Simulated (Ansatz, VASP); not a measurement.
## BaH4: VASP beside Ansatz

File INCAR:

```
SYSTEM = BaH4
PREC     = Accurate       ! precision mode
ENCUT    = 520            ! plane-wave cutoff, eV
EDIFF    = 1E-6           ! SCF threshold, eV
ISMEAR   = 0              ! smearing method
SIGMA    = 0.1            ! smearing width, eV
LREAL    = .FALSE.        ! projectors in reciprocal space
LASPH    = .TRUE.         ! aspherical terms in the spheres
NELM     = 60             ! most SCF steps
ALGO     = Normal         ! electronic algorithm
ISIF     = 2              ! what is computed and relaxed
LWAVE    = .FALSE.        ! write WAVECAR
LCHARG   = .FALSE.        ! write CHGCAR
GGA      = PE             ! functional
NBANDS   = 15             ! bands
```

The input KPOINTS:

```
regular mesh
0
G
  6 6 6
  0 0 0
```

The input POSCAR:

```
BaH4
1.0
    3.7879896281     -2.2794003084      0.0000000000
    3.7879896281      2.2794003084      0.0000000000
   -2.3638133114      0.0000000000      3.7225158053
Ba H
1 4
Direct
    0.0000000000      0.0000000000      0.5000000000
    0.7413169348      0.7413169348      0.7600871634
    0.2586830652      0.2586830652      0.2399128366
    0.5386663378      0.5386663378      0.9687918503
    0.4613336622      0.4613336622      0.0312081497
```

Input for Ansatz:

```yaml
crystal:
  lattice:
    - [3.7879896281, -2.2794003084, 0.0]
    - [3.7879896281, 2.2794003084, 0.0]
    - [-2.3638133114, 0.0, 3.7225158053]
  atoms:
    - { symbol: Ba, position: [0.0, 0.0, 0.5] }
    - { symbol: H, position: [0.7413169348, 0.7413169348, 0.7600871634] }
    - { symbol: H, position: [0.2586830652, 0.2586830652, 0.2399128366] }
    - { symbol: H, position: [0.5386663378, 0.5386663378, 0.9687918503] }
    - { symbol: H, position: [0.4613336622, 0.4613336622, 0.0312081497] }
basis:
  ecutwfc: 420
kpoints:
  mp_grid: { grid: [6, 6, 6] }
hamiltonian:
  xc: pbe
scf:
  occupations: { method: gaussian, width: 0.1 }
  lower_state_search: "off"
output:
  forces: true
  stress: true
  eigenvalues: true
```

Change from the starting cell: the structure that the rattled cell fell into.

Alike in both runs: task single point; functional PBE; k mesh 6 × 6 × 6; occupations gaussian, width 0.1 eV; no spin polarisation.

```csv
,VASP,Ansatz
version,VASP 6.6.1,Ansatz 0.2.0
potentials or method,"VASP PAW PBE potentials, release 64 (Ba_sv, H), cutoff 520 eV","scalar-relativistic, plane waves, PAW"
valence electrons in the cell,14,14
```

|  | VASP | Ansatz | Ansatz less VASP |
| --- | --- | --- | --- |
| gap on the k mesh at the Fermi level (eV) | 2.44 | 2.60 | +0.156 |
| least direct gap on the mesh (eV) | 2.85 | 2.92 | +0.071 |
| pressure (GPa) | 0.4 | 0.0 | -0.38 |
| traceless stress, the component that is largest in VASP (GPa) | 0.07 | 0.05 | -0.021 |
| rms of the force components (eV/Å) | 0.004 | 0.011 | +0.0071 |

Atom by atom the forces differ by 0.007 eV/Å (rms over components).

Spin-orbit coupling is off throughout.
